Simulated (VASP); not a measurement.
# Sb (Fd-3m) in VASP: further runs

The runs below take Sb through single point, with PBE.

Program: VASP 6.6.1. These are calculated values, not measurements. Logs are shortened: lines on timing, memory, paths and dates and some standing lists are left out, and cuts for length are marked.

## 1. The cell of the first run

Symmetry: Fd-3m, No. 227, cubic system. The conventional cell has a = 7.041 Å, b = 7.041 Å, c = 7.041 Å, α = 90.00°, β = 90.00°, γ = 90.00°. Within 4.0 Å of Sb (site symmetry -43m) lie 4 Sb at 3.05 Å.

## 2. Single point, PBE

INCAR reads:

```
ALGO = Normal
EDIFF = 1E-7
ENCUT = 520
GGA = PE
ISIF = 2
ISMEAR = -1
LASPH = True
LCHARG = False
LREAL = False
LWAVE = False
NBANDS = 12
NELM = 100
PREC = Accurate
SIGMA = 0.06122561905347299
```

KPOINTS reads:

```
k-points
0
Gamma
  14 14 14
```

POSCAR reads:

```
Sb
1.0
    0.0000000000      3.5205116709      3.5205116709
    3.5205116709      0.0000000000      3.5205116709
    3.5205116709      3.5205116709      0.0000000000
Sb
2
Direct
    0.0000000000      0.0000000000      0.0000000000
    0.2500000000      0.2500000000      0.2500000000
```

Potentials or basis: VASP PAW PBE potentials, release 64 (Sb).

Launch:

```
> cat potpaw_PBE.64/Sb/POTCAR > POTCAR
> mpirun -np 1 vasp_std > vasp.out
```

OUTCAR:

```text
EDIFF = 1E-7
   ENCUT = 520
   GGA = PE
   ISIF = 2
   ISMEAR = -1
   LASPH = True
   LREAL = False
   NELM = 100
   PREC = Accurate

 ion  position               nearest neighbor table
   1  0.000  0.000  0.000-   2 3.05   2 3.05   2 3.05   2 3.05
   2  0.250  0.250  0.250-   1 3.05   1 3.05   1 3.05   1 3.05

  LATTYP: Found a face centered cubic cell.
 ALAT       =     7.0410233418

  Lattice vectors:

 A1 = (   0.0000000000,   3.5205116709,   3.5205116709)
 A2 = (   3.5205116709,   0.0000000000,   3.5205116709)
 A3 = (   3.5205116709,   3.5205116709,   0.0000000000)

Analysis of symmetry for initial positions (statically):
=====================================================================
 Subroutine PRICEL returns:
 Original cell was already a primitive cell.

 Routine SETGRP: Setting up the symmetry group for a
 face centered cubic supercell.

 Subroutine GETGRP returns: Found 48 space group operations
 (whereof 24 operations were pure point group operations)
 out of a pool of 48 trial point group operations.

The static configuration has the point symmetry T_d .
 The point group associated with its full space group is O_h .

Analysis of symmetry for dynamics (positions and initial velocities):
=====================================================================
 Subroutine PRICEL returns:
 Original cell was already a primitive cell.

 Routine SETGRP: Setting up the symmetry group for a
 face centered cubic supercell.

 Subroutine GETGRP returns: Found 48 space group operations
 (whereof 24 operations were pure point group operations)
 out of a pool of 48 trial point group operations.

The dynamic configuration has the point symmetry T_d .
 The point group associated with its full space group is O_h .

 Subroutine INISYM returns: Found 48 space group operations
 (whereof 24 operations are pure point group operations),
 and found     1 'primitive' translations

----------------------------------------------------------------------------------------

                                     Primitive cell

  volume of cell :      87.2665

  direct lattice vectors                    reciprocal lattice vectors
     0.000000000  3.520511671  3.520511671    -0.142024810  0.142024810  0.142024810
     3.520511671  0.000000000  3.520511671     0.142024810 -0.142024810  0.142024810
     3.520511671  3.520511671  0.000000000     0.142024810  0.142024810 -0.142024810

  length of vectors
     4.978755351  4.978755351  4.978755351     0.245994186  0.245994186  0.245994186

  position of ions in fractional coordinates (direct lattice)
     0.000000000  0.000000000  0.000000000
     0.250000000  0.250000000  0.250000000

  ion indices of the primitive-cell ions
   primitive index   ion index
                 1           1
                 2           2

----------------------------------------------------------------------------------------

 KPOINTS: k-points

Automatic generation of k-mesh.
 Grid dimensions read from file:
 generate k-points for:   14   14   14

 Generating k-lattice:

  Cartesian coordinates                     Fractional coordinates (reciprocal lattice)
    -0.010144629  0.010144629  0.010144629     0.071428571  0.000000000  0.000000000
     0.010144629 -0.010144629  0.010144629     0.000000000  0.071428571  0.000000000
     0.010144629  0.010144629 -0.010144629     0.000000000  0.000000000  0.071428571

  Length of vectors
     0.017571013  0.017571013  0.017571013

  Shift w.r.t. Gamma in fractional coordinates (k-lattice)
     0.000000000  0.000000000  0.000000000

 Subroutine IBZKPT returns following result:
 ===========================================

 Found    104 irreducible k-points:

 Following reciprocal coordinates:
            Coordinates               Weight
  0.000000  0.000000  0.000000      1.000000
  0.071429  0.000000  0.000000      8.000000
  0.142857  0.000000  0.000000      8.000000
  0.214286  0.000000  0.000000      8.000000
  0.285714  0.000000  0.000000      8.000000
  0.357143  0.000000  0.000000      8.000000
[... 16 lines left out ...]
  0.214286  0.142857  0.000000     24.000000
  0.285714  0.142857  0.000000     24.000000
 [... further k-points ...]
   k-points           NKPTS =    104   k-points in BZ     NKDIM =    104   number of bands    NBANDS=     12
   number of dos      NEDOS =    301   number of ions     NIONS =      2
   total plane-waves  NPLWV =  64000
   dimension x,y,z NGX =    40 NGY =   40 NGZ =   40
   dimension x,y,z NGXF=    80 NGYF=   80 NGZF=   80
   ions per type =               2
   NGX,Y,Z   is equivalent  to a cutoff of  13.36, 13.36, 13.36 a.u.
   NGXF,Y,Z  is equivalent  to a cutoff of  26.71, 26.71, 26.71 a.u.
 SYSTEM =  unknown system
   PREC   = accura    normal or accurate (medium, high low for compatibility)
   ISTART =      0    job   : 0-new  1-cont  2-samecut
   ICHARG =      2    charge: 1-file 2-atom 10-const
   ISPIN  =      1    spin polarized calculation?
   LNONCOLLINEAR =      F non collinear calculations
   LSORBIT =      F    spin-orbit coupling
   LASPH  =      T    aspherical Exc in radial PAW
   ENCUT  =  520.0 eV  38.22 Ry    6.18 a.u.   9.26  9.26  9.26*2*pi/ulx,y,z
   NELM   =    100;   NELMIN=  2; NELMDL= -5     # of ELM steps
   EDIFF  = 0.1E-06   stopping-criterion for ELM
   LREAL  =      F    real-space projection
   EDIFFG = 0.1E-05   stopping-criterion for IOM
   NSW    =      0    number of steps for IOM
   IBRION =     -1    ionic relax: 0-MD 1-quasi-New 2-CG
   NFREE  =      0    steps in history (QN), initial steepest desc. (CG)
   ISIF   =      2    stress and relaxation
   ISYM   =      2    0-nonsym 1-usesym 2-fastsym
   POTIM  = 0.5000    time-step for ionic-motion
   TEBEG  =    0.0;   TEEND  =   0.0 temperature during run
   PSTRESS=    0.0 pullay stress
   NELECT =      10.0000    total number of electrons
   NUPDOWN=      -1.0000    fix difference up-down
   EMIN   =  10.00;   EMAX   =-10.00  energy-range for DOS
   EFERMI =   0.00;   METHOD = LEGACY
   ISMEAR =    -1;   SIGMA  =   0.06  broadening in eV -4-tet -1-fermi 0-gaus
   EFERMI_NEDOS =   21; number of points for ismear=-14 and -15
   IALGO  =     38    algorithm
   IMIX   =      4    mixing-type and parameters
     AMIX     =   0.40;   BMIX     =  1.00
     AMIX_MAG =   1.60;   BMIX_MAG =  1.00
  volume/ion in A,a.u.               =      43.63       294.45
  Fermi-wavevector in a.u.,A,eV,Ry     =   0.795168  1.502650  8.602863  0.632293
  Thomas-Fermi vector in A             =   1.901443
   LORBIT       =      0    0 simple, 1 ext, 2 COOP (PROOUT), +10 PAW based schemes
   GGA     = PE    functional components
   LHFCALC =     F    Hartree Fock is set to
   AEXX    =    0.0000 exact exchange contribution
   IVDW    =     0    specifies the selected vdW correction
   LEPSILON=     F    determine dielectric tensor
   LRPA    =     F    only Hartree local field effects (RPA)
 non-spin polarized calculation
  energy-cutoff  :      520.00
  volume of cell :       87.27
 maximum number of plane-waves:      2397
 NGX is ok and might be reduce to    40
   NGX = 19   NGY = 19   NGZ = 19

 number of electron      10.0000000 magnetization

 Free energy of the ion-electron system (eV)
  ---------------------------------------------------
  ext. energy  EPLUGINS =         0.00000000
  ---------------------------------------------------
  free energy    TOTEN  =        -7.66710098 eV

  energy without entropy =       -7.65499461  energy(sigma->0) =       -7.66104779

 E-fermi :   3.6728     XC(G=0):  -7.7693

 val. band max:        3.6319614471   @ k =  -0.3571   0.3571   0.1429
 cond. band min:       3.7594345576   @ k =  -0.2857   0.4286   0.1429
 fundamental gap:      0.1274731106
 Fermi energy:         3.6727895607

 k-point     1 :       0.0000    0.0000    0.0000
  band No.  band energies     occupation
      1      -7.6297      2.00000
      2      -1.8077      2.00000
      3       1.9570      2.00000
      4       1.9570      2.00000
      5       1.9570      2.00000
      6       4.2131      0.00029
      7       4.2131      0.00029
      8       4.2131      0.00029
      9       7.6355      0.00000
     10      10.0088      0.00000
     11      10.0088      0.00000
     12      11.2083      0.00000

 k-point     2 :       0.0714    0.0000    0.0000
  band No.  band energies     occupation
      1      -7.5958      2.00000
      2      -1.9475      2.00000
      3       1.9021      2.00000
      4       1.9021      2.00000
      5       1.9636      2.00000
      6       4.2929      0.00008
      7       4.2929      0.00008
      8       4.2956      0.00008
      9       7.8103      0.00000
     10       9.8222      0.00000
     11       9.8222      0.00000
     12      11.0561      0.00000

 k-point     3 :       0.1429    0.0000    0.0000
  band No.  band energies     occupation
      1      -7.4959      2.00000
      2      -2.3152      2.00000
      3       1.7654      2.00000
      4       1.7654      2.00000
      5       1.9383      2.00000
      6       4.4953      0.00000
      7       4.4953      0.00000
      8       4.5802      0.00000
      9       8.2586      0.00000
     10       9.5489      0.00000
     11       9.5489      0.00000
     12      10.7849      0.00000
[... 286 lines left out ...]
 k-point    23 :       0.2143    0.1429    0.0000
  band No.  band energies     occupation
      1      -7.3281      2.00000
      2      -2.8016      2.00000
      3       1.2825      2.00000
      4       1.3145      2.00000
      5       2.7024      2.00000
      6       3.8359      0.13022
      7       5.2252      0.00000
      8       5.2753      0.00000
      9       8.5360      0.00000
     10       8.9358      0.00000
     11      10.2137      0.00000
     12      11.5235      0.00000

 k-point    24 :       0.2857    0.1429    0.0000
  band No.  band energies     occupation
      1      -7.1496      2.00000
      2      -3.2457      2.00000
      3       1.0295      2.00000
      4       1.1663      2.00000
      5       2.7332      2.00000
      6       4.0553      0.00386
      7       5.4854      0.00000
      8       5.6843      0.00000
      9       8.5263      0.00000
     10       9.4101      0.00000
     11      10.2171      0.00000
     12      11.4279      0.00000

 [... further k-points ...]
[... 5 lines left out ...]
  --------------------------------------------------------------------------------------
  -------------------------------------------------------------------------------------
  Total       -0.3639201     -0.3639201     -0.3639201     -0.0000000      0.0000000     -0.0000000
  in kB       -6.6814277     -6.6814277     -6.6814277     -0.0000000      0.0000000     -0.0000000
  external PRESSURE =      -6.6814277 kB  Pullay stress =       0.0000000 kB

 VOLUME and BASIS-vectors are now :
 -----------------------------------------------------------------------------
  energy-cutoff  :      520.00
  volume of cell :       87.27
      direct lattice vectors                 reciprocal lattice vectors
     0.000000000  3.520511671  3.520511671    -0.142024810  0.142024810  0.142024810
     3.520511671  0.000000000  3.520511671     0.142024810 -0.142024810  0.142024810
     3.520511671  3.520511671  0.000000000     0.142024810  0.142024810 -0.142024810

 POSITION                                       TOTAL-FORCE (eV/Angst)
 -----------------------------------------------------------------------------------
      0.00000      0.00000      0.00000         0.000000      0.000000      0.000000
      1.76026      1.76026      1.76026        -0.000000     -0.000000     -0.000000
 -----------------------------------------------------------------------------------
    total drift:                               -0.000000      0.000000      0.000000

  FREE ENERGIE OF THE ION-ELECTRON SYSTEM (eV)
  ---------------------------------------------------
  free  energy   TOTEN  =        -7.6671009755 eV

  energy  without entropy=       -7.6549946075  energy(sigma->0) =       -7.66104779
```

Wall time 1.7 min (1 thread of AMD EPYC 7R43 (Zen 3), shared host); peak memory 0.25 GiB.

Results:

```
Free energy            : -7.6671 eV
Pressure               : -0.7 GPa
Band gap on the k mesh : zero (band 5 reaches 4.32 eV, above the bottom of band 6 at 3.25 eV)
```

Levels at points of the mesh, in eV from the Fermi level:
| k point | band 1 | band 2 | band 3 | band 4 | band 5 | band 6 | band 7 | band 8 | band 9 | band 10 |
| --- | --- | --- | --- | --- | --- | --- | --- | --- | --- | --- |
| (0.00, 0.00, 0.00) | -11.30 | -5.48 | -1.72 | -1.72 | -1.72 | 0.54 | 0.54 | 0.54 | 3.96 | 6.34 |
| (0.50, 0.00, 0.00) | -10.29 | -7.99 | -2.46 | -2.46 | -2.19 | 1.56 | 1.56 | 3.84 | 5.60 | 6.25 |
| (0.50, 0.50, 0.00) | -9.22 | -9.22 | -3.27 | -3.27 | -0.42 | -0.42 | 4.03 | 4.03 | 6.05 | 6.05 |

Caveat: spin-orbit coupling is left out, which moves the levels of the heavy elements.

## 3. Single point, PBE

This run uses another cell than the first one, of 44.49 Å³/atom, 1.020 times its volume.

INCAR reads:

```
SYSTEM = Sb
ALGO = Normal
EDIFF = 1E-6
ENCUT = 520
GGA = PE
ISIF = 2
ISMEAR = -1
LASPH = .True.
LCHARG = .False.
LREAL = .False.
LWAVE = .False.
NBANDS = 12
NELM = 100
PREC = Accurate
SIGMA = 0.06122561905347299
```

KPOINTS reads:

```
k-points
0
Gamma
  14 14 14
  0 0 0
```

POSCAR reads:

```
Sb
1.0
    0.0000000000      3.5433727768      3.5433727768
    3.5433727768      0.0000000000      3.5433727768
    3.5433727768      3.5433727768      0.0000000000
Sb
2
Direct
    0.0000000000      0.0000000000      0.0000000000
    0.2500000000      0.2500000000      0.2500000000
```

Potentials or basis: VASP PAW PBE potentials, release 64 (Sb).

Launch:

```
> cat potpaw_PBE.64/Sb/POTCAR > POTCAR
> mpirun -np 1 vasp_std > vasp.out
```

OUTCAR:

```text
SYSTEM = Sb
   EDIFF = 1E-6
   ENCUT = 520
   GGA = PE
   ISIF = 2
   ISMEAR = -1
   LASPH = .True.
   LREAL = .False.
   NELM = 100
   PREC = Accurate

 ion  position               nearest neighbor table
   1  0.000  0.000  0.000-   2 3.07   2 3.07   2 3.07   2 3.07
   2  0.250  0.250  0.250-   1 3.07   1 3.07   1 3.07   1 3.07

  LATTYP: Found a face centered cubic cell.
 ALAT       =     7.0867455536

  Lattice vectors:

 A1 = (   0.0000000000,   3.5433727768,   3.5433727768)
 A2 = (   3.5433727768,   0.0000000000,   3.5433727768)
 A3 = (   3.5433727768,   3.5433727768,   0.0000000000)

Analysis of symmetry for initial positions (statically):
=====================================================================
 Subroutine PRICEL returns:
 Original cell was already a primitive cell.

 Routine SETGRP: Setting up the symmetry group for a
 face centered cubic supercell.

 Subroutine GETGRP returns: Found 48 space group operations
 (whereof 24 operations were pure point group operations)
 out of a pool of 48 trial point group operations.

The static configuration has the point symmetry T_d .
 The point group associated with its full space group is O_h .

Analysis of symmetry for dynamics (positions and initial velocities):
[... 168 lines left out ...]
  band No.  band energies     occupation
      1      -7.6911      2.00000
      2      -2.0585      2.00000
      3       1.8216      2.00000
      4       1.8216      2.00000
      5       1.8216      2.00000
      6       4.0549      0.00023
      7       4.0549      0.00023
      8       4.0549      0.00023
      9       7.4710      0.00000
     10       9.8333      0.00000
     11       9.8333      0.00000
     12      11.0360      0.00000
[... 331 lines left out ...]
 k-point    24 :       0.2857    0.1429    0.0000
  band No.  band energies     occupation
      1      -7.2228      2.00000
      2      -3.4267      2.00000
      3       0.9173      2.00000
      4       1.0516      2.00000
      5       2.5589      2.00000
      6       3.8978      0.00296
      7       5.2967      0.00000
      8       5.4893      0.00000
      9       8.3716      0.00000
     10       9.2158      0.00000
     11      10.0416      0.00000
     12      11.2481      0.00000

 [... further k-points ...]
[... 5 lines left out ...]
  --------------------------------------------------------------------------------------
  -------------------------------------------------------------------------------------
  Total       -0.6690758     -0.6690758     -0.6690758      0.0000000      0.0000000      0.0000000
  in kB      -12.0477337    -12.0477337    -12.0477337      0.0000000      0.0000000      0.0000000
  external PRESSURE =     -12.0477337 kB  Pullay stress =       0.0000000 kB

 VOLUME and BASIS-vectors are now :
 -----------------------------------------------------------------------------
  energy-cutoff  :      520.00
  volume of cell :       88.98
      direct lattice vectors                 reciprocal lattice vectors
     0.000000000  3.543372777  3.543372777    -0.141108495  0.141108495  0.141108495
     3.543372777  0.000000000  3.543372777     0.141108495 -0.141108495  0.141108495
     3.543372777  3.543372777  0.000000000     0.141108495  0.141108495 -0.141108495

 POSITION                                       TOTAL-FORCE (eV/Angst)
 -----------------------------------------------------------------------------------
      0.00000      0.00000      0.00000         0.000000     -0.000000     -0.000000
      1.77169      1.77169      1.77169        -0.000000      0.000000      0.000000
 -----------------------------------------------------------------------------------
    total drift:                               -0.000000      0.000000      0.000000

  FREE ENERGIE OF THE ION-ELECTRON SYSTEM (eV)
  ---------------------------------------------------
  free  energy   TOTEN  =        -7.6570576764 eV

  energy  without entropy=       -7.6449595762  energy(sigma->0) =       -7.65100863
```

OSZICAR:

```text
N       E                     dE             d eps       ncg     rms          rms(c)
DAV:   1     0.276075879634E+02    0.27608E+02   -0.31942E+03  2496   0.602E+02
DAV:   2    -0.583286755893E+01   -0.33440E+02   -0.32456E+02  3244   0.962E+01
DAV:   3    -0.765122668106E+01   -0.18184E+01   -0.18083E+01  3148   0.234E+01
DAV:   4    -0.767353928153E+01   -0.22313E-01   -0.22311E-01  2764   0.319E+00
DAV:   5    -0.767401058175E+01   -0.47130E-03   -0.47130E-03  3116   0.505E-01    0.235E+00
DAV:   6    -0.766324499580E+01    0.10766E-01   -0.55843E-03  2756   0.412E-01    0.140E+00
DAV:   7    -0.765662910774E+01    0.66159E-02   -0.14049E-02  2656   0.631E-01    0.748E-02
DAV:   8    -0.765698443244E+01   -0.35532E-03   -0.61819E-04  2652   0.143E-01    0.166E-02
DAV:   9    -0.765704623304E+01   -0.61801E-04   -0.69202E-05  2868   0.453E-02    0.822E-03
DAV:  10    -0.765705641892E+01   -0.10186E-04   -0.13003E-05  2668   0.184E-02    0.485E-03
DAV:  11    -0.765705756551E+01   -0.11466E-05   -0.87316E-07  2880   0.478E-03    0.963E-04
DAV:  12    -0.765705767638E+01   -0.11087E-06   -0.13946E-07  1752   0.207E-03
   1 F= -.76570577E+01 E0= -.76510086E+01  d E =-.120981E-01
```

stdout:

```text
POSCAR found type information on POSCAR Sb
 POSCAR found :  1 types and       2 ions
 scaLAPACK will be used
 LDA part: xc-table for (Slater+PW92), standard interpolation
 POSCAR, INCAR and KPOINTS ok, starting setup
 FFT: planning ... GRIDC
 FFT: planning ... GRID_SOFT
 FFT: planning ... GRID
 WAVECAR not read
 entering main loop
```

Wall time 95 s (1 thread of AMD EPYC 7R43 (Zen 3), shared host); peak memory 0.25 GiB.

Results:

```yaml
Free_energy: -7.6571 eV
Pressure: -1.2 GPa
Band_gap_on_the_k_mesh: zero (band 5 reaches 4.12 eV, above the bottom of band 6 at 3.10 eV)
```

Caveat: spin-orbit coupling is left out, which moves the levels of the heavy elements.

(Continued in part 2 of 2.)
